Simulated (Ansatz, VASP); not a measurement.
# One calculation of AlN, two programs

The input INCAR:

```
ALGO = Normal
EDIFF = 1E-7
EDIFFG = -0.02
ENCUT = 520
GGA = PE
GGA_COMPAT = F
IBRION = 2
ISIF = 2
ISMEAR = -1
LASPH = T
LCHARG = F
LREAL = F
LWAVE = F
NELM = 120
NELMIN = 4
NSW = 80
PREC = Accurate
SIGMA = 0.02
```

File KPOINTS:

```
k-points
0
Gamma
  11 11 6
```

Contents of POSCAR:

```
AlN
1.0
    3.0891268879      0.0000000000      0.0000000000
   -1.5445634439      2.6752623604      0.0000000000
    0.0000000000      0.0000000000      4.9465761741
Al N
2 2
Direct
    0.6666666667      0.3333333333      0.0000000000
    0.3333333333      0.6666666667      0.5000000000
    0.6666666667      0.3333333333      0.3820000000
    0.3333333333      0.6666666667      0.8820000000
```

Input for Ansatz:

```yaml
crystal:
  lattice:
    - [3.0891268879, 0.0, 0.0]
    - [-1.5445634439, 2.6752623604, 0.0]
    - [0.0, 0.0, 4.9465761741]
  atoms:
    - { symbol: Al, position: [0.6666666667, 0.3333333333, 0.0] }
    - { symbol: Al, position: [0.3333333333, 0.6666666667, 0.5] }
    - { symbol: "N", position: [0.6666666667, 0.3333333333, 0.382] }
    - { symbol: "N", position: [0.3333333333, 0.6666666667, 0.882] }
kpoints:
  mp_grid: { grid: [11, 11, 6] }
scf:
  occupations: { method: fermi_dirac, width: 0.02 }
hamiltonian:
  xc: pbe
  pseudopotentials: { kind: paw, frozen_core: stored }
output:
  forces: true
  stress: true
  populations: true
  efg: { quadrupole_moments_barn: { Al: 0.1466, "N": 0.02044 } }
  write_density: true
  write_potential: true
  elf: true
  volumetric_format: npy
relax:
  f_tol: 0.02
  max_steps: 60
```

Change from the starting cell: volume scaled by 0.98, ions relaxed.

Alike in both runs: task relaxation of the atoms; functional PBE; k mesh 11 × 11 × 6; occupations fermi-dirac, width 0.02 eV; no spin polarisation.

|  | VASP | Ansatz |
| --- | --- | --- |
| version | VASP 6.6.1 | Ansatz 0.2.0 |
| potentials or method | VASP PAW PBE potentials, release 64 (Al, N) | plane-wave PAW, scalar-relativistic |
| plane-wave cutoff (eV) | 520 | 420 |
| valence electrons in the cell | 16 | 16 |

```tsv
	VASP	Ansatz	Ansatz less VASP
gap on the k mesh at the Fermi level, each at its own relaxed structure (eV)	4.39	4.38	-0.012
```

Ansatz's warnings: stress scf threshold loose.

Noted on VASP's run: the relaxation stopped at its first step, so nothing moved.
